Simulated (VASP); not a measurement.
Wanted: the native input for a VASP 6.6.1 run.

| Quantity | Value |
| --- | --- |
| Task | relaxation of cell and atoms |
| Functional | PBEsol |
| Potentials or basis | VASP PAW PBE potentials, release 64 (Al) |
| Cutoff | 600 eV |
| k mesh | 11 × 11 × 3 |
| Occupations | fermi-dirac, width 0.05 eV |
| Spin | no spin polarisation |
| Target pressure | 20 GPa |
| Dipole correction | no |
| Further INCAR settings | ALGO = Normal; EDIFF = 1e-07; IBRION = 2; EDIFFG = -0.01; NSW = 60; ISIF = 3 |

The structure of Al lies in POSCAR:

```
Al
1.0
    2.8270770242      0.0000000000      0.0000000000
   -1.4135385121      2.4483205214      0.0000000000
    0.0000000000      0.0000000000      9.1859930700
Al
4
Direct
    0.6666666667      0.3333333333      0.7500000000
    0.0000000000      0.0000000000      0.5000000000
    0.3333333333      0.6666666667      0.2500000000
    0.0000000000      0.0000000000      0.0000000000
```

These files were run (other wordings do the same):

INCAR

```
PREC = Accurate
ENCUT = 600
EDIFF = 1E-7
ISMEAR = -1
SIGMA = 0.05
LREAL = F
LASPH = T
NELM = 100
ALGO = Normal
ISIF = 3
LWAVE = F
LCHARG = F
GGA = PS
IBRION = 2
NSW = 60
EDIFFG = -0.01
PSTRESS = 200.0
```

KPOINTS

```
regular mesh
0
Gamma
  11 11 3
```

Potentials or basis: VASP PAW PBE potentials, release 64 (Al).

Command:

```sh
$ cat potpaw_PBE.64/Al/POTCAR > POTCAR
$ mpirun -np 1 vasp_std > vasp.out
```

Results of the run:

```
Relaxed volume                                         : 13.71 Å³/atom
Relaxed cell                                           : a = 2.681 Å, b = 2.681 Å, c = 8.808 Å, α = 90.00°, β = 90.00°, γ = 120.00°
Space group after relaxing (to 0.05 Å)                 : P6_3/mmc (No. 194)
Energy change on relaxing (the enthalpy is what falls) : +134.5 meV/atom
Ionic steps                                            : 6
Pressure after relaxing                                : 20.1 GPa
Band gap on the k mesh                                 : zero (band 6 reaches 14.13 eV, above the bottom of band 7 at 8.10 eV)
```

Caveat: the cell is relaxed towards a set pressure, so the enthalpy falls and the energy may rise; the PAW data sets were made with another functional, which shifts forces and pressure a little.

Wall time 32 s on 1 thread of Intel(R) Xeon(R) 6975P-C (Granite Rapids), with other jobs on the host, peak memory 0.2 GiB.
